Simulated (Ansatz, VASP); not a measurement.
## WSe2 in VASP and in Ansatz

```
W Se
1.0
     3.27087    0.00000    0.00000
    -1.63544    2.83266    0.00000
     0.00000    0.00000   35.77284
W Se
4 8
Direct
  0.66667 0.33333 0.90758
  0.66667 0.33333 0.27714
  0.33333 0.66667 0.72286
  0.33333 0.66667 0.09242
  0.33333 0.66667 0.95438
  0.33333 0.66667 0.32389
  0.66667 0.33333 0.76967
  0.66667 0.33333 0.13923
  0.33333 0.66667 0.86077
  0.33333 0.66667 0.23033
  0.66667 0.33333 0.67611
  0.66667 0.33333 0.04562
```

Alike in both runs: functional PBEsol; k mesh 12 × 12 × 1; occupations gaussian, width 0.02 eV; no spin polarisation.

Ansatz relaxed the structure, and its values are those at the end. VASP's run is a single point on that final structure, the one shown.

|  | VASP | Ansatz |
| --- | --- | --- |
| version | VASP 6.6.1 | Ansatz 0.2.0 |
| potentials or method | VASP PAW PBE potentials, release 64 (W_sv, Se), cutoff 520 eV | scalar-relativistic, plane waves, PAW |
| valence electrons in the cell | 104 | 184 |

|  | VASP | Ansatz | Ansatz less VASP |
| --- | --- | --- | --- |
| gap on the k mesh at the Fermi level (eV) | 1.16 | 1.17 | +0.004 |
| least direct gap on the mesh (eV) | 1.61 | 1.62 | +0.003 |
| rms of the force components (eV/Å) | 0.029 | 0.000 | -0.0284 |

VASP's potentials were made for PBE, not for PBEsol. The functional is the same, so the differences come from potentials, cutoffs and numerics. VASP's potentials hold 104 valence electrons a cell and Ansatz's 184, so a difference there can come from the potentials and not from the codes. Ansatz's warnings: xc potential rough in thin density.

Neither program's run includes spin-orbit coupling.
